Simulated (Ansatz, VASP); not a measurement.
## One calculation of YGeF5, two programs

```
CELL_PARAMETERS angstrom
0.00000 3.85461 3.85461
3.85461 0.00000 3.85461
3.85461 3.85461 0.00000
ATOMIC_POSITIONS crystal
Y 0.25000 0.25000 0.25000
Ge 0.50000 0.50000 0.50000
F 0.00000 0.00000 0.00000
F 0.63572 0.09283 0.63572
F 0.63572 0.63572 0.63572
F 0.09283 0.63572 0.63572
F 0.63572 0.63572 0.09283
```

Alike in both runs: functional PBE; k mesh 8 × 8 × 8; occupations gaussian, width 0.02 eV; no spin polarisation.

Ansatz relaxed the structure, and its values are those at the end. VASP's run is a single point on that final structure, the one shown.

```csv
,VASP,Ansatz
version,VASP 6.6.1,Ansatz 0.2.0
potentials or method,"VASP PAW PBE potentials, release 64 (Y_sv, Ge_d, F), cutoff 520 eV","scalar-relativistic, plane waves, PAW"
valence electrons in the cell,60,60
```

Ansatz gave:

- gap on the k mesh at the Fermi level (eV): 0.59
- least direct gap on the mesh (eV): 0.66
- pressure (GPa): 0.0
- rms of the force components (eV/Å): 0.001

Q: Estimate VASP's values.

A: gap on the k mesh at the Fermi level (eV): 0.59; least direct gap on the mesh (eV): 0.66; pressure (GPa): 0.1; rms of the force components (eV/Å): 0.045.

With one functional, cell and mesh, what is left measures potentials, basis and numerics.
